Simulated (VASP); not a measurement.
Write the native input for VASP 6.6.1 that does the following.

- Task: relaxation of cell and atoms
- Functional: PBE
- Potentials or basis: VASP PAW PBE potentials, release 64 (Mg, Be)
- Cutoff: 600 eV
- k mesh: 14 × 14 × 14
- Occupations: gaussian, width 0.1 eV
- Spin: no spin polarisation
- Dipole correction: no
- Further INCAR settings: ALGO = Fast; EDIFF = 1e-06; IBRION = 2; EDIFFG = -0.01; NSW = 100; ISIF = 3

The structure of Mg3Be lies in POSCAR:

```
Mg3Be
1.0
   -2.2447573426      2.2447573426      3.7020400459
    2.2447573426     -2.2447573426      3.7020400459
    2.2447573426      2.2447573426     -3.7020400459
Mg Be
3 1
Direct
    0.7500000000      0.2500000000      0.5000000000
    0.2500000000      0.7500000000      0.5000000000
    0.0000000000      0.0000000000      0.0000000000
    0.5000000000      0.5000000000      0.0000000000
```

The input as run:

INCAR

```
SYSTEM = Mg3Be
ALGO = Fast ; EDIFF = 1E-6
EDIFFG = -0.01 ; ENCUT = 600
GGA = PE ; IBRION = 2
ISIF = 3 ; ISMEAR = 0
LASPH = .TRUE. ; LCHARG = .FALSE.
LREAL = .FALSE. ; LWAVE = .FALSE.
NELM = 80 ; NSW = 100
PREC = Accurate ; SIGMA = 0.1
```

KPOINTS

```
k-points
0
G
  14 14 14
  0 0 0
```

Potentials or basis: VASP PAW PBE potentials, release 64 (Mg, Be).

Launch:

```bash
$ cat potpaw_PBE.64/Mg/POTCAR potpaw_PBE.64/Be/POTCAR > POTCAR
$ mpirun -np 1 vasp_std > vasp.out
```

Results of the run:

The relaxed volume is 18.57 Å³/atom and the relaxed cell is a = 4.843 Å, b = 4.843 Å, c = 4.843 Å, α = 124.39°, β = 124.39°, γ = 82.55°. The space group after relaxing (to 0.1 Å) is I4/mmm (No. 139) and the energy gained by relaxing is 0.2 meV/atom. The ionic steps are 10 and the pressure after relaxing is 0.0 GPa. The band gap on the k mesh is zero (bands 4 and 5 overlap by 2.31 eV).

Wall time 5.7 min on 1 thread of Intel(R) Xeon(R) 6975P-C (Granite Rapids), with other jobs on the host, peak memory 0.42 GiB.
